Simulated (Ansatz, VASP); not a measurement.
Sn: VASP beside Ansatz

```
Sn
1.0
     0.00000    3.24560    3.24560
     3.24560    0.00000    3.24560
     3.24560    3.24560    0.00000
Sn
2
Direct
  0.50000 0.50000 0.50000
  0.75000 0.75000 0.75000
```

Alike in both runs: task single point; functional LDA; k mesh 6 × 6 × 6; occupations gaussian, width 0.1 eV; no spin polarisation.

|  | VASP | Ansatz |
| --- | --- | --- |
| version | VASP 6.6.1 | Ansatz 0.2.0 |
| potentials or method | VASP PAW LDA potentials, release 64 (Sn_d), cutoff 520 eV | scalar-relativistic, plane waves, PAW |
| valence electrons in the cell | 28 | 28 |

```csv
,VASP,Ansatz,Ansatz less VASP
gap on the k mesh at the Fermi level (eV),none,none,-
pressure (GPa),-0.3,-0.3,0.00
```

LDA's correlation is that of Perdew and Zunger in VASP and of Perdew and Wang (1992) in Ansatz. A gap of «none» marks a metal or a gap that the smearing closes.
